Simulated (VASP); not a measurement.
# MgO (Cm) in VASP: single point with PBE

Aim: the single point of MgO with PBE.

Everything below comes from runs of VASP 6.6.1. Logs are shortened: lines on timing, memory, paths and dates and some standing lists are left out, and cuts for length are marked.

### 1 The cell of the first run

It takes space group Cm (No. 8, monoclinic). The conventional cell has a = 5.682 Å, b = 3.281 Å, c = 10.514 Å, α = 90.00°, β = 90.00°, γ = 90.00°. Mg (site symmetry m) has 4 O at 1.98 to 2.00 Å within 2.6 Å. Mg (site symmetry m) has 4 O at 1.99 to 2.01 Å within 2.6 Å. Within 2.6 Å of Mg (site symmetry m) lie 4 O at 1.97 to 2.05 Å. Mg (site symmetry m) has 4 O at 1.99 to 2.00 Å within 2.6 Å. Within 2.6 Å of O (site symmetry m) lie 4 Mg at 1.97 to 2.05 Å. Within 2.6 Å of O (site symmetry m) lie 4 Mg at 1.99 to 2.01 Å. Within 2.6 Å of O (site symmetry m) lie 4 Mg at 1.98 to 2.01 Å. O (site symmetry m) has 4 Mg at 1.99 Å within 2.6 Å.

### 2 Single point, PBE

Input file INCAR:

```
SYSTEM = MgO
  ALGO = Normal
  EDIFF = 1E-6
  ENCUT = 520
  GGA = PE
  ISIF = 2
  ISMEAR = 0
  LASPH = .True.
  LCHARG = .False.
  LREAL = .False.
  LWAVE = .False.
  NBANDS = 26
  NELM = 60
  PREC = Accurate
  SIGMA = 0.05
```

Input file KPOINTS:

```
k-points
0
Gamma
  9 9 2
  0 0 0
```

Input file POSCAR:

```
MgO
1.0
    3.2805263433      0.0000000000      0.0000000000
   -1.6402631717      2.8410191511      0.0000000000
    0.0000000000      0.0000000000     10.5138967343
Mg O
4 4
Direct
    0.3323339436      0.6646678872      0.9694906392
    0.0000223525      0.0000447051      0.2208211786
   -0.0037615231     -0.0075230462      0.7208211786
    0.6663996598      0.3327993196      0.4694906392
    0.3391411083      0.6782822167      0.7800420079
    0.0005881109      0.0011762217      0.5296443544
    0.0013118890      0.0026237780      0.0296443544
    0.6665631365      0.3331262729      0.2800420079
```

Potentials or basis: VASP PAW PBE potentials, release 64 (Mg, O).

Started as:

```sh
cat potpaw_PBE.64/Mg/POTCAR potpaw_PBE.64/O/POTCAR > POTCAR
mpirun -np 1 vasp_std > vasp.out
```

OUTCAR:

```text
SYSTEM = MgO
   EDIFF = 1E-6
   ENCUT = 520
   GGA = PE
   ISIF = 2
   ISMEAR = 0
   LASPH = .True.
   LREAL = .False.
   NELM = 60
   PREC = Accurate

 ion  position               nearest neighbor table
   1  0.332  0.665  0.969-   7 1.98   5 1.99   7 2.00   7 2.00   3 3.22   3 3.22   3 3.24   2 3.25
                             2 3.25   2 3.25
   2  0.000  0.000  0.221-   8 1.99   8 1.99   8 1.99   7 2.01   4 3.23   4 3.23   4 3.23   1 3.25
                             1 3.25   1 3.25
   3  0.996  0.992  0.721-   5 1.97   5 1.97   6 2.01   5 2.05   1 3.22   1 3.22   1 3.24   4 3.24
                             4 3.26   4 3.26
   4  0.666  0.333  0.469-   8 1.99   6 1.99   6 1.99   6 2.00   2 3.23   2 3.23   2 3.23   3 3.24
                             3 3.26   3 3.26
   5  0.339  0.678  0.780-   3 1.97   3 1.97   1 1.99   3 2.05
   6  0.001  0.001  0.530-   4 1.99   4 1.99   4 2.00   3 2.01
   7  0.001  0.003  0.030-   1 1.98   1 2.00   1 2.00   2 2.01
   8  0.667  0.333  0.280-   4 1.99   2 1.99   2 1.99   2 1.99

  LATTYP: Found a hexagonal cell.
 ALAT       =     3.2805263433
 C/A-ratio  =     3.2049420227

  Lattice vectors:

 A1 = (   3.2805263433,   0.0000000000,   0.0000000000)
 A2 = (  -1.6402631717,   2.8410191511,   0.0000000000)
 A3 = (   0.0000000000,   0.0000000000,  10.5138967343)

Analysis of symmetry for initial positions (statically):
=====================================================================
 Subroutine PRICEL returns:
 Original cell was already a primitive cell.

 Routine SETGRP: Setting up the symmetry group for a
 hexagonal supercell.

 Subroutine GETGRP returns: Found  2 space group operations
 (whereof  2 operations were pure point group operations)
 out of a pool of 24 trial point group operations.

The static configuration has the point symmetry C_1h.

Analysis of symmetry for dynamics (positions and initial velocities):
=====================================================================
 Subroutine PRICEL returns:
 Original cell was already a primitive cell.

 Routine SETGRP: Setting up the symmetry group for a
 hexagonal supercell.

 Subroutine GETGRP returns: Found  2 space group operations
 (whereof  2 operations were pure point group operations)
 out of a pool of 24 trial point group operations.

The dynamic configuration has the point symmetry C_1h.

 Subroutine INISYM returns: Found  2 space group operations
 (whereof  2 operations are pure point group operations),
 and found     1 'primitive' translations

----------------------------------------------------------------------------------------

                                     Primitive cell

  volume of cell :      97.9899

  direct lattice vectors                    reciprocal lattice vectors
     3.280526343  0.000000000  0.000000000     0.304829133  0.175993182  0.000000000
    -1.640263172  2.841019151  0.000000000     0.000000000  0.351986364  0.000000000
     0.000000000  0.000000000 10.513896734     0.000000000  0.000000000  0.095112214

  length of vectors
     3.280526343  3.280526343 10.513896734     0.351986364  0.351986364  0.095112214

  position of ions in fractional coordinates (direct lattice)
     0.332333944  0.664667887  0.969490639
     0.000022352  0.000044705  0.220821179
     0.996238477  0.992476954  0.720821179
     0.666399660  0.332799320  0.469490639
     0.339141108  0.678282217  0.780042008
     0.000588111  0.001176222  0.529644354
     0.001311889  0.002623778  0.029644354
     0.666563137  0.333126273  0.280042008

  ion indices of the primitive-cell ions
   primitive index   ion index
                 1           1
                 2           2
                 3           3
                 4           4
                 5           5
                 6           6
                 7           7
                 8           8

----------------------------------------------------------------------------------------

 KPOINTS: k-points

Automatic generation of k-mesh.
 Grid dimensions read from file:
 generate k-points for:    9    9    2

 Generating k-lattice:

  Cartesian coordinates                     Fractional coordinates (reciprocal lattice)
     0.033869904  0.019554798  0.000000000     0.111111111  0.000000000  0.000000000
     0.000000000  0.039109596  0.000000000     0.000000000  0.111111111  0.000000000
     0.000000000  0.000000000  0.047556107     0.000000000  0.000000000  0.500000000

  Length of vectors
     0.039109596  0.039109596  0.047556107

  Shift w.r.t. Gamma in fractional coordinates (k-lattice)
     0.000000000  0.000000000  0.000000000

 Subroutine IBZKPT returns following result:
 ===========================================

 Found     50 irreducible k-points:

 Following reciprocal coordinates:
            Coordinates               Weight
  0.000000  0.000000  0.000000      1.000000
  0.111111 -0.000000  0.000000      4.000000
  0.000000  0.111111  0.000000      2.000000
  0.222222  0.000000  0.000000      4.000000
  0.000000  0.222222  0.000000      2.000000
  0.333333  0.000000  0.000000      4.000000
[... 16 lines left out ...]
 -0.222222 -0.444444  0.000000      4.000000
  0.444444  0.333333  0.000000      4.000000
 [... further k-points ...]
   k-points           NKPTS =     50   k-points in BZ     NKDIM =     50   number of bands    NBANDS=     26
   number of dos      NEDOS =    301   number of ions     NIONS =      8
   total plane-waves  NPLWV =  46080
   dimension x,y,z NGX =    24 NGY =   24 NGZ =   80
   dimension x,y,z NGXF=    48 NGYF=   48 NGZF=  160
   ions per type =               4   4
   NGX,Y,Z   is equivalent  to a cutoff of  12.16, 12.16, 12.65 a.u.
   NGXF,Y,Z  is equivalent  to a cutoff of  24.32, 24.32, 25.30 a.u.
 SYSTEM =  MgO
   PREC   = accura    normal or accurate (medium, high low for compatibility)
   ISTART =      0    job   : 0-new  1-cont  2-samecut
   ICHARG =      2    charge: 1-file 2-atom 10-const
   ISPIN  =      1    spin polarized calculation?
   LNONCOLLINEAR =      F non collinear calculations
   LSORBIT =      F    spin-orbit coupling
   LASPH  =      T    aspherical Exc in radial PAW
   ENCUT  =  520.0 eV  38.22 Ry    6.18 a.u.   6.10  6.10 19.55*2*pi/ulx,y,z
   NELM   =     60;   NELMIN=  2; NELMDL= -5     # of ELM steps
   EDIFF  = 0.1E-05   stopping-criterion for ELM
   LREAL  =      F    real-space projection
   EDIFFG = 0.1E-04   stopping-criterion for IOM
   NSW    =      0    number of steps for IOM
   IBRION =     -1    ionic relax: 0-MD 1-quasi-New 2-CG
   NFREE  =      0    steps in history (QN), initial steepest desc. (CG)
   ISIF   =      2    stress and relaxation
   ISYM   =      2    0-nonsym 1-usesym 2-fastsym
   POTIM  = 0.5000    time-step for ionic-motion
   TEBEG  =    0.0;   TEEND  =   0.0 temperature during run
   PSTRESS=    0.0 pullay stress
   NELECT =      32.0000    total number of electrons
   NUPDOWN=      -1.0000    fix difference up-down
   EMIN   =  10.00;   EMAX   =-10.00  energy-range for DOS
   EFERMI =   0.00;   METHOD = LEGACY
   ISMEAR =     0;   SIGMA  =   0.05  broadening in eV -4-tet -1-fermi 0-gaus
   EFERMI_NEDOS =   21; number of points for ismear=-14 and -15
   IALGO  =     38    algorithm
   IMIX   =      4    mixing-type and parameters
     AMIX     =   0.40;   BMIX     =  1.00
     AMIX_MAG =   1.60;   BMIX_MAG =  1.00
  volume/ion in A,a.u.               =      12.25        82.66
  Fermi-wavevector in a.u.,A,eV,Ry     =   1.127365  2.130410 17.292335  1.270951
  Thomas-Fermi vector in A             =   2.264050
   LORBIT       =      0    0 simple, 1 ext, 2 COOP (PROOUT), +10 PAW based schemes
   GGA     = PE    functional components
   LHFCALC =     F    Hartree Fock is set to
   AEXX    =    0.0000 exact exchange contribution
   IVDW    =     0    specifies the selected vdW correction
   LEPSILON=     F    determine dielectric tensor
   LRPA    =     F    only Hartree local field effects (RPA)
 non-spin polarized calculation
 Gauss-broadening in eV      SIGMA  =   0.05
  energy-cutoff  :      520.00
  volume of cell :       97.99
 maximum number of plane-waves:      2688
   NGX = 13   NGY = 13   NGZ = 39

 number of electron      32.0000014 magnetization

 Free energy of the ion-electron system (eV)
  ---------------------------------------------------
  ext. energy  EPLUGINS =         0.00000000
  ---------------------------------------------------
  free energy    TOTEN  =       -46.90774284 eV

  energy without entropy =      -46.90774284  energy(sigma->0) =      -46.90774284

 E-fermi :   0.9673     XC(G=0):  -9.5865

 val. band max:        0.7132007240   @ k =   0.0000   0.0000   0.0000
 cond. band min:       4.1545314737   @ k =   0.0000   0.0000   0.0000
 fundamental gap:      3.4413307497
 Fermi energy:         0.9672571824

 k-point     1 :       0.0000    0.0000    0.0000
  band No.  band energies     occupation
      1     -15.1911      2.00000
      2     -14.8825      2.00000
      3     -14.8694      2.00000
      4     -14.5357      2.00000
      5      -2.3051      2.00000
      6      -1.1599      2.00000
[... 18 lines left out ...]
     25      15.0193      0.00000
     26      15.7365      0.00000

 k-point     2 :       0.1111   -0.0000    0.0000
  band No.  band energies     occupation
      1     -15.1311      2.00000
      2     -14.8376      2.00000
      3     -14.8249      2.00000
      4     -14.5098      2.00000
      5      -2.1800      2.00000
      6      -1.2032      2.00000
[... 18 lines left out ...]
     25      14.7083      0.00000
     26      15.0854      0.00000

 k-point     3 :       0.0000    0.1111    0.0000
  band No.  band energies     occupation
      1     -15.1313      2.00000
      2     -14.8376      2.00000
      3     -14.8250      2.00000
      4     -14.5097      2.00000
      5      -2.1805      2.00000
      6      -1.1995      2.00000
[... 18 lines left out ...]
     25      14.7308      0.00000
     26      15.0922      0.00000

 k-point     4 :       0.2222    0.0000    0.0000
  band No.  band energies     occupation
      1     -14.9703      2.00000
      2     -14.7210      2.00000
      3     -14.7097      2.00000
      4     -14.4480      2.00000
      5      -1.8310      2.00000
      6      -1.4331      2.00000
[... 18 lines left out ...]
     25      14.0751      0.00000
     26      14.3272      0.00000

 k-point     5 :       0.0000    0.2222    0.0000
  band No.  band energies     occupation
      1     -14.9714      2.00000
      2     -14.7211      2.00000
      3     -14.7102      2.00000
      4     -14.4472      2.00000
      5      -1.8339      2.00000
      6      -1.4217      2.00000
[... 18 lines left out ...]
     25      14.0980      0.00000
     26      14.3311      0.00000

 k-point     6 :       0.3333    0.0000    0.0000
  band No.  band energies     occupation
      1     -14.7646      2.00000
      2     -14.5838      2.00000
      3     -14.5746      2.00000
      4     -14.3912      2.00000
      5      -1.8823      2.00000
      6      -1.7431      2.00000
[... 427 lines left out ...]
 k-point    21 :      -0.4444    0.2222    0.0000
  band No.  band energies     occupation
      1     -14.6644      2.00000
      2     -14.5228      2.00000
      3     -14.5149      2.00000
      4     -14.3751      2.00000
      5      -1.7787      2.00000
      6      -1.6791      2.00000
[... 18 lines left out ...]
     25      13.6868      0.00000
     26      13.7551      0.00000

 k-point    22 :       0.3333    0.2222    0.0000
  band No.  band energies     occupation
      1     -14.5230      2.00000
      2     -14.4514      2.00000
      3     -14.4473      2.00000
      4     -14.3806      2.00000
      5      -1.8865      2.00000
      6      -1.7041      2.00000
[... 18 lines left out ...]
     25      13.4229      0.00000
     26      13.5703      0.00000

 k-point    23 :      -0.2222   -0.4444    0.0000
  band No.  band energies     occupation
      1     -14.5263      2.00000
      2     -14.4510      2.00000
      3     -14.4482      2.00000
      4     -14.3774      2.00000
      5      -1.8859      2.00000
      6      -1.7018      2.00000
[... 18 lines left out ...]
     25      13.4311      0.00000
     26      13.5410      0.00000

 k-point    24 :       0.4444    0.3333    0.0000
  band No.  band energies     occupation
      1     -14.5207      2.00000
      2     -14.4517      2.00000
      3     -14.4468      2.00000
      4     -14.3826      2.00000
      5      -1.8907      2.00000
      6      -1.7059      2.00000
[... 18 lines left out ...]
     25      13.4392      0.00000
     26      13.5812      0.00000

 [... further k-points ...]

------------------------ aborting loop because EDIFF is reached ----------------------------------------

  FORCE on cell =-STRESS in cart. coord.  units (eV):
  Direction    XX          YY          ZZ          XY          YZ          ZX
  --------------------------------------------------------------------------------------
  -------------------------------------------------------------------------------------
  Total        0.0760404     -0.5179717     -0.2421927      0.0000000     -0.2473032      0.0000000
  in kB        1.2432928     -8.4690598     -3.9599542      0.0000000     -4.0435130      0.0000000
  external PRESSURE =      -3.7285737 kB  Pullay stress =       0.0000000 kB

 VOLUME and BASIS-vectors are now :
 -----------------------------------------------------------------------------
  energy-cutoff  :      520.00
  volume of cell :       97.99
      direct lattice vectors                 reciprocal lattice vectors
     3.280526343  0.000000000  0.000000000     0.304829133  0.175993182  0.000000000
    -1.640263172  2.841019151  0.000000000     0.000000000  0.351986364  0.000000000
     0.000000000  0.000000000 10.513896734     0.000000000  0.000000000  0.095112214

 POSITION                                       TOTAL-FORCE (eV/Angst)
 -----------------------------------------------------------------------------------
     -0.00000      1.88833     10.19312        -0.000000      0.125266     -0.006078
     -0.00000      0.00013      2.32169         0.000000     -0.002607     -0.002170
      1.64026      2.81965      7.57864        -0.000000      0.418027     -0.026332
      1.64026      0.94549      4.93618        -0.000000      0.032351     -0.002459
     -0.00000      1.92701      8.20128         0.000000     -0.425374      0.026791
      0.00000      0.00334      5.56863         0.000000     -0.047173      0.004057
     -0.00000      0.00745      0.31168         0.000000     -0.108883      0.004865
      1.64026      0.94642      2.94433        -0.000000      0.008395      0.001325
 -----------------------------------------------------------------------------------
    total drift:                               -0.000000     -0.000618     -0.000714

  FREE ENERGIE OF THE ION-ELECTRON SYSTEM (eV)
  ---------------------------------------------------
  free  energy   TOTEN  =       -46.9077428424 eV

  energy  without entropy=      -46.9077428424  energy(sigma->0) =      -46.90774284
```

It took 1.9 min on 1 thread of Intel Xeon Platinum 8259CL at 2.50GHz (Skylake/Cascade Lake), shared host; peak memory 0.25 GiB.

Results:

```
Free energy            : -46.9077 eV
Pressure               : -0.4 GPa
Largest force          : 0.426 eV/Å
Band gap on the k mesh : 3.44 eV, direct
```

Forces on the atoms (eV/Å):
```
Mg   0.000  0.125 -0.006
Mg   0.000 -0.003 -0.002
Mg   0.000  0.418 -0.026
Mg   0.000  0.032 -0.002
O    0.000 -0.425  0.027
O    0.000 -0.047  0.004
O    0.000 -0.109  0.005
O    0.000  0.008  0.001
```

Levels at points of the mesh, in eV from the valence-band top:
| k point | band 13 | band 14 | band 15 | band 16 | band 17 | band 18 | band 19 | band 20 |
| --- | --- | --- | --- | --- | --- | --- | --- | --- |
| (0.00, 0.00, 0.00) | -0.20 | -0.11 | -0.11 | 0.00 | 3.44 | 5.75 | 5.86 | 8.47 |
| (0.00, 0.00, 0.50) | -0.16 | -0.15 | -0.14 | -0.13 | 4.27 | 4.27 | 7.37 | 7.37 |

As with any semilocal functional, this PBE gap is likely too small.
